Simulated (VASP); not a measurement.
Write the native input for VASP 6.6.1 that does the following.

* Task: relaxation of cell and atoms
* Functional: PBE
* Potentials or basis: VASP PAW PBE potentials, release 64 (Sn_d)
* Cutoff: 600 eV
* k mesh: 15 × 15 × 8
* Occupations: gaussian, width 0.1 eV
* Spin: no spin polarisation
* Dipole correction: no
* Further INCAR settings: ALGO = Fast; EDIFF = 1e-06; IBRION = 2; EDIFFG = -0.01; NSW = 80; ISIF = 3

The structure of Sn lies in POSCAR:

```
Sn
1.0
    3.3801620292      0.0000000000      0.0000000000
   -1.6900810146      2.9273061862      0.0000000000
    0.0000000000      0.0000000000      5.6230637951
Sn
2
Direct
    0.3333333333      0.6666666667      0.2500000000
    0.6666666667      0.3333333333      0.7500000000
```

This isn't the form of Sn at room conditions, which is tetragonal (white tin).

One way to write it, as run:

INCAR

```
PREC = Accurate
ENCUT = 600
EDIFF = 1E-6
ISMEAR = 0
SIGMA = 0.1
LREAL = F
LASPH = T
NELM = 100
ALGO = Fast
ISIF = 3
LWAVE = F
LCHARG = F
GGA = PE
IBRION = 2
NSW = 80
EDIFFG = -0.01
```

KPOINTS

```
Automatic mesh
0
Gamma
  15 15 8
```

Potentials or basis: VASP PAW PBE potentials, release 64 (Sn_d).

Launch:

```bash
$ cat potpaw_PBE.64/Sn_d/POTCAR > POTCAR
$ mpirun -np 1 vasp_std > vasp.out
```

Results of the run:

```
Relaxed volume                        : 27.78 Å³/atom
Relaxed cell                          : a = 3.364 Å, b = 3.364 Å, c = 5.669 Å, α = 90.00°, β = 90.00°, γ = 120.00°
Space group after relaxing (to 0.1 Å) : P6_3/mmc (No. 194)
Energy gained by relaxing             : 0.6 meV/atom
Ionic steps                           : 7
Pressure after relaxing               : 0.0 GPa
Band gap on the k mesh                : zero (bands 14 and 15 overlap by 8.42 eV)
```

Caveat: spin-orbit coupling is left out, which moves the levels of the heavy elements.

It took 9.9 min on 1 thread of Intel(R) Xeon(R) Platinum 8259CL CPU @ 2.50GHz (Skylake/Cascade Lake), with other jobs on the host, peak memory 0.29 GiB.
